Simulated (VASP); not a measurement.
# SnTe (I4/mmm) in VASP: electric field gradients with PBE

Aim: the electric field gradients of SnTe with PBE.

Program: VASP 6.6.1. These are calculated values, not measurements. Logs are shortened: lines on timing, memory, paths and dates and some standing lists are left out, and cuts for length are marked.

### 1 The cell of the first run

The structure is tetragonal, space group I4/mmm (No. 139). Conventional cell: a = 4.330 Å, b = 4.330 Å, c = 6.313 Å, α = 90.00°, β = 90.00°, γ = 90.00°. Within 4.0 Å of Sn (site symmetry 4/mmm) lie 6 Te at 3.06 to 3.16 Å. Te (site symmetry 4/mmm) has 6 Sn at 3.06 to 3.16 Å within 4.0 Å.

### 2 Electric field gradients, PBE (equal xx and yy strain of -3 %)

File INCAR:

```
PREC = Accurate
ENCUT = 520
EDIFF = 1E-8
ISMEAR = -1
SIGMA = 0.08
LREAL = F
LASPH = T
NELM = 100
ALGO = Normal
ISIF = 2
LWAVE = F
LCHARG = F
GGA = PE
LEFG = T
NBANDS = 17
```

File KPOINTS:

```
regular mesh
0
Gamma
  11 11 11
```

File POSCAR:

```
SnTe
1.0
    0.0000000000      3.0618050000      3.1565000000
    3.0618050000      0.0000000000      3.1565000000
    3.0618050000      3.0618050000      0.0000000000
Sn Te
1 1
Direct
    0.0000000000      0.0000000000      0.0000000000
    0.5000000000      0.5000000000      0.5000000000
```

Potentials or basis: VASP PAW PBE potentials, release 64 (Sn_d, Te).

Command:

```
> cat potpaw_PBE.64/Sn_d/POTCAR potpaw_PBE.64/Te/POTCAR > POTCAR
> mpirun -np 1 vasp_std > vasp.out
```

OUTCAR:

```text
PREC = Accurate
   ENCUT = 520
   EDIFF = 1E-8
   ISMEAR = -1
   LREAL = F
   LASPH = T
   NELM = 100
   ISIF = 2
   GGA = PE

 ion  position               nearest neighbor table
   1  0.000  0.000  0.000-   2 3.06   2 3.06   2 3.06   2 3.06   2 3.16   2 3.16
   2  0.500  0.500  0.500-   1 3.06   1 3.06   1 3.06   1 3.06   1 3.16   1 3.16

  LATTYP: Found a body centered tetragonal cell.
 ALAT       =     4.3300461563
 C/A-ratio  =     1.4579521262

  Lattice vectors:

 A1 = (  -3.0618050000,   0.0000000000,   3.1565000000)
 A2 = (   3.0618050000,   0.0000000000,   3.1565000000)
 A3 = (   0.0000000000,   3.0618050000,  -3.1565000000)

Analysis of symmetry for initial positions (statically):
=====================================================================
 Subroutine PRICEL returns:
 Original cell was already a primitive cell.

 Routine SETGRP: Setting up the symmetry group for a
 body centered tetragonal supercell.

 Subroutine GETGRP returns: Found 16 space group operations
 (whereof 16 operations were pure point group operations)
 out of a pool of 16 trial point group operations.

The static configuration has the point symmetry D_4h.

Analysis of symmetry for dynamics (positions and initial velocities):
=====================================================================
 Subroutine PRICEL returns:
 Original cell was already a primitive cell.

 Routine SETGRP: Setting up the symmetry group for a
 body centered tetragonal supercell.

 Subroutine GETGRP returns: Found 16 space group operations
 (whereof 16 operations were pure point group operations)
 out of a pool of 16 trial point group operations.

The dynamic configuration has the point symmetry D_4h.

 Subroutine INISYM returns: Found 16 space group operations
 (whereof 16 operations are pure point group operations),
 and found     1 'primitive' translations

----------------------------------------------------------------------------------------

                                     Primitive cell

  volume of cell :      59.1822

  direct lattice vectors                    reciprocal lattice vectors
     0.000000000  3.061805000  3.156500000    -0.163302366  0.163302366  0.158403295
     3.061805000  0.000000000  3.156500000     0.163302366 -0.163302366  0.158403295
     3.061805000  3.061805000  0.000000000     0.163302366  0.163302366 -0.158403295

  length of vectors
     4.397515447  4.397515447  4.330046156     0.280048084  0.280048084  0.280048084

  position of ions in fractional coordinates (direct lattice)
     0.000000000  0.000000000  0.000000000
     0.500000000  0.500000000  0.500000000

  ion indices of the primitive-cell ions
   primitive index   ion index
                 1           1
                 2           2

----------------------------------------------------------------------------------------

 KPOINTS: regular mesh

Automatic generation of k-mesh.
 Grid dimensions read from file:
 generate k-points for:   11   11   11

 Generating k-lattice:

  Cartesian coordinates                     Fractional coordinates (reciprocal lattice)
    -0.014845670  0.014845670  0.014400300     0.090909091 -0.000000000  0.000000000
     0.014845670 -0.014845670  0.014400300    -0.000000000  0.090909091  0.000000000
     0.014845670  0.014845670 -0.014400300     0.000000000  0.000000000  0.090909091

  Length of vectors
     0.025458917  0.025458917  0.025458917

  Shift w.r.t. Gamma in fractional coordinates (k-lattice)
     0.000000000  0.000000000  0.000000000

 Subroutine IBZKPT returns following result:
 ===========================================

 Found    126 irreducible k-points:

 Following reciprocal coordinates:
            Coordinates               Weight
  0.000000  0.000000  0.000000      1.000000
  0.090909  0.000000  0.000000      8.000000
  0.181818  0.000000  0.000000      8.000000
  0.272727  0.000000  0.000000      8.000000
  0.363636  0.000000  0.000000      8.000000
  0.454545  0.000000  0.000000      8.000000
[... 16 lines left out ...]
 -0.272727  0.181818  0.000000      8.000000
 -0.181818  0.181818  0.000000      4.000000
 [... further k-points ...]
   k-points           NKPTS =    126   k-points in BZ     NKDIM =    126   number of bands    NBANDS=     17
   number of dos      NEDOS =    301   number of ions     NIONS =      2
   total plane-waves  NPLWV =  41472
   dimension x,y,z NGX =    36 NGY =   36 NGZ =   32
   dimension x,y,z NGXF=    72 NGYF=   72 NGZF=   64
   ions per type =               1   1
   NGX,Y,Z   is equivalent  to a cutoff of  13.61, 13.61, 12.29 a.u.
   NGXF,Y,Z  is equivalent  to a cutoff of  27.22, 27.22, 24.57 a.u.
 SYSTEM =  unknown system
   PREC   = accura    normal or accurate (medium, high low for compatibility)
   ISTART =      0    job   : 0-new  1-cont  2-samecut
   ICHARG =      2    charge: 1-file 2-atom 10-const
   ISPIN  =      1    spin polarized calculation?
   LNONCOLLINEAR =      F non collinear calculations
   LSORBIT =      F    spin-orbit coupling
   LASPH  =      T    aspherical Exc in radial PAW
   ENCUT  =  520.0 eV  38.22 Ry    6.18 a.u.   8.18  8.18  8.05*2*pi/ulx,y,z
   NELM   =    100;   NELMIN=  2; NELMDL= -5     # of ELM steps
   EDIFF  = 0.1E-07   stopping-criterion for ELM
   LREAL  =      F    real-space projection
   EDIFFG = 0.1E-06   stopping-criterion for IOM
   NSW    =      0    number of steps for IOM
   IBRION =     -1    ionic relax: 0-MD 1-quasi-New 2-CG
   NFREE  =      0    steps in history (QN), initial steepest desc. (CG)
   ISIF   =      2    stress and relaxation
   ISYM   =      2    0-nonsym 1-usesym 2-fastsym
   POTIM  = 0.5000    time-step for ionic-motion
   TEBEG  =    0.0;   TEEND  =   0.0 temperature during run
   PSTRESS=    0.0 pullay stress
   NELECT =      20.0000    total number of electrons
   NUPDOWN=      -1.0000    fix difference up-down
   EMIN   =  10.00;   EMAX   =-10.00  energy-range for DOS
   EFERMI =   0.00;   METHOD = LEGACY
   ISMEAR =    -1;   SIGMA  =   0.08  broadening in eV -4-tet -1-fermi 0-gaus
   EFERMI_NEDOS =   21; number of points for ismear=-14 and -15
   IALGO  =     38    algorithm
   IMIX   =      4    mixing-type and parameters
     AMIX     =   0.40;   BMIX     =  1.00
     AMIX_MAG =   1.60;   BMIX_MAG =  1.00
  volume/ion in A,a.u.               =      29.59       199.69
  Fermi-wavevector in a.u.,A,eV,Ry     =   1.140305  2.154865 17.691609  1.300297
  Thomas-Fermi vector in A             =   2.277008
   LORBIT       =      0    0 simple, 1 ext, 2 COOP (PROOUT), +10 PAW based schemes
   GGA     = PE    functional components
   LHFCALC =     F    Hartree Fock is set to
   AEXX    =    0.0000 exact exchange contribution
   IVDW    =     0    specifies the selected vdW correction
   LEPSILON=     F    determine dielectric tensor
   LRPA    =     F    only Hartree local field effects (RPA)
 non-spin polarized calculation
  energy-cutoff  :      520.00
  volume of cell :       59.18
 maximum number of plane-waves:      1610
 NGX is ok and might be reduce to    36
   NGX = 17   NGY = 17   NGZ = 17

 number of electron      20.0000001 magnetization

 Free energy of the ion-electron system (eV)
  ---------------------------------------------------
  ext. energy  EPLUGINS =         0.00000000
  ---------------------------------------------------
  free energy    TOTEN  =        -7.44485123 eV

  energy without entropy =       -7.44151187  energy(sigma->0) =       -7.44318155

 E-fermi :   7.6894     XC(G=0):  -9.7442

 val. band max:        7.5985823430   @ k =  -0.1818   0.1818   0.0000
 cond. band min:       7.8895662426   @ k =   0.4545   0.0000   0.0000
 fundamental gap:      0.2909838996
 Fermi energy:         7.6894278879

 k-point     1 :       0.0000    0.0000    0.0000
  band No.  band energies     occupation
      1     -14.2620      2.00000
      2     -14.2537      2.00000
      3     -14.2504      2.00000
      4     -14.2504      2.00000
      5     -14.2440      2.00000
      6      -5.5638      2.00000
[... 9 lines left out ...]
     16      12.3992      0.00000
     17      14.2359      0.00000

 k-point     2 :       0.0909    0.0000    0.0000
  band No.  band energies     occupation
      1     -14.2623      2.00000
      2     -14.2543      2.00000
      3     -14.2502      2.00000
      4     -14.2498      2.00000
      5     -14.2435      2.00000
      6      -5.4878      2.00000
[... 9 lines left out ...]
     16      12.5744      0.00000
     17      14.7900      0.00000

 k-point     3 :       0.1818    0.0000    0.0000
  band No.  band energies     occupation
      1     -14.2633      2.00000
      2     -14.2561      2.00000
      3     -14.2496      2.00000
      4     -14.2481      2.00000
      5     -14.2419      2.00000
      6      -5.2655      2.00000
[... 9 lines left out ...]
     16      13.0569      0.00000
     17      16.0467      0.00000

 k-point     4 :       0.2727    0.0000    0.0000
  band No.  band energies     occupation
      1     -14.2647      2.00000
      2     -14.2586      2.00000
      3     -14.2489      2.00000
      4     -14.2457      2.00000
      5     -14.2396      2.00000
      6      -4.9196      2.00000
[... 9 lines left out ...]
     16      13.8232      0.00000
     17      17.5982      0.00000

 k-point     5 :       0.3636    0.0000    0.0000
  band No.  band energies     occupation
      1     -14.2662      2.00000
      2     -14.2609      2.00000
      3     -14.2483      2.00000
      4     -14.2435      2.00000
      5     -14.2372      2.00000
      6      -4.5097      2.00000
[... 9 lines left out ...]
     16      14.9085      0.00000
     17      18.3657      0.00000

 k-point     6 :       0.4545    0.0000    0.0000
  band No.  band energies     occupation
      1     -14.2672      2.00000
      2     -14.2623      2.00000
      3     -14.2480      2.00000
      4     -14.2422      2.00000
      5     -14.2357      2.00000
      6      -4.1857      2.00000
[... 9 lines left out ...]
     16      16.2023      0.00000
     17      17.0713      0.00000
[... 281 lines left out ...]
 k-point    21 :      -0.4545    0.1818    0.0000
  band No.  band energies     occupation
      1     -14.2709      2.00000
      2     -14.2592      2.00000
      3     -14.2456      2.00000
      4     -14.2411      2.00000
      5     -14.2383      2.00000
      6      -4.0061      2.00000
[... 9 lines left out ...]
     16      16.0635      0.00000
     17      17.7055      0.00000

 k-point    22 :      -0.3636    0.1818    0.0000
  band No.  band energies     occupation
      1     -14.2688      2.00000
      2     -14.2606      2.00000
      3     -14.2469      2.00000
      4     -14.2424      2.00000
      5     -14.2366      2.00000
      6      -4.0859      2.00000
[... 9 lines left out ...]
     16      15.2942      0.00000
     17      17.6865      0.00000

 k-point    23 :      -0.2727    0.1818    0.0000
  band No.  band energies     occupation
      1     -14.2661      2.00000
      2     -14.2609      2.00000
      3     -14.2484      2.00000
      4     -14.2445      2.00000
      5     -14.2361      2.00000
      6      -4.4125      2.00000
[... 9 lines left out ...]
     16      16.0885      0.00000
     17      17.1288      0.00000

 k-point    24 :      -0.1818    0.1818    0.0000
  band No.  band energies     occupation
      1     -14.2639      2.00000
      2     -14.2600      2.00000
      3     -14.2496      2.00000
      4     -14.2464      2.00000
      5     -14.2371      2.00000
      6      -4.7862      2.00000
[... 9 lines left out ...]
     16      15.2508      0.00000
     17      15.6493      0.00000

 [... further k-points ...]

------------------------ aborting loop because EDIFF is reached ----------------------------------------

  FORCE on cell =-STRESS in cart. coord.  units (eV):
  Direction    XX          YY          ZZ          XY          YZ          ZX
  --------------------------------------------------------------------------------------
  -------------------------------------------------------------------------------------
  Total        2.6478987      2.6478987      0.8545340      0.0000000      0.0000000      0.0000000
  in kB       71.6838129     71.6838129     23.1339123      0.0000000      0.0000000      0.0000000
  external PRESSURE =      55.5005127 kB  Pullay stress =       0.0000000 kB

 VOLUME and BASIS-vectors are now :
 -----------------------------------------------------------------------------
  energy-cutoff  :      520.00
  volume of cell :       59.18
      direct lattice vectors                 reciprocal lattice vectors
     0.000000000  3.061805000  3.156500000    -0.163302366  0.163302366  0.158403295
     3.061805000  0.000000000  3.156500000     0.163302366 -0.163302366  0.158403295
     3.061805000  3.061805000  0.000000000     0.163302366  0.163302366 -0.158403295

 POSITION                                       TOTAL-FORCE (eV/Angst)
 -----------------------------------------------------------------------------------
      0.00000      0.00000      0.00000         0.000000     -0.000000      0.000000
      3.06181      3.06181      3.15650         0.000000      0.000000     -0.000000
 -----------------------------------------------------------------------------------
    total drift:                               -0.000000      0.000000      0.000000

  FREE ENERGIE OF THE ION-ELECTRON SYSTEM (eV)
  ---------------------------------------------------
  free  energy   TOTEN  =        -7.4448512276 eV

  energy  without entropy=       -7.4415118708  energy(sigma->0) =       -7.44318155

 Electric field gradients (V/A^2)
---------------------------------------------------------------------
 ion       V_xx      V_yy      V_zz      V_xy      V_xz      V_yz
---------------------------------------------------------------------
   1     -21.631   -21.631    43.261    -0.001    -0.000    -0.000
   2      -6.068    -6.068    12.136     0.000     0.000     0.000
---------------------------------------------------------------------

 Electric field gradients after diagonalization (V/A^2)
 (convention: |V_zz| > |V_xx| > |V_yy|)
----------------------------------------------------------------------
 ion       V_xx      V_yy      V_zz     asymmetry (V_yy - V_xx)/ V_zz
----------------------------------------------------------------------
   1     -21.632   -21.629    43.261       0.000
   2      -6.068    -6.068    12.136       0.000
----------------------------------------------------------------------

           NMR quadrupolar parameters

 Cq : quadrupolar parameter    Cq=e*Q*V_zz/h
 eta: asymmetry parameters     (V_yy - V_xx)/ V_zz
 Q  : nuclear electric quadrupole moment in mb (millibarn)
----------------------------------------------------------------------
 ion       Cq(MHz)       eta       Q (mb)
----------------------------------------------------------------------
   1       0.105       0.000       1.000
   2       0.029       0.000       1.000
----------------------------------------------------------------------
```

It took 3.7 min on 1 thread of AMD EPYC 7R13, shared host; peak memory 0.26 GiB.

What came out:

```yaml
Free_energy: -7.4449 eV
Pressure: 5.6 GPa
Band_gap_on_the_k_mesh: 0.29 eV (least direct gap 0.35 eV)
Largest_electric_field_gradient_by_atom: Sn +43.3; Te +12.1 V/Å²
```

Electric field gradients, principal values (V/Å²):
| atom | least | middle | greatest (by size) |
| --- | --- | --- | --- |
| 1 Sn | -21.629 | -21.632 | 43.261 |
| 2 Te | -6.068 | -6.068 | 12.136 |

Caveat: the cell differs from its parent crystal (equal xx and yy strain of -3 %); the cell stands under pressure; semilocal functionals underestimate gaps, and a narrow one can read as zero; without QUAD_EFG the Cq values of the log hold for a quadrupole moment of 1 mb, not for the nuclei; spin-orbit coupling is left out, which moves the levels of the heavy elements.
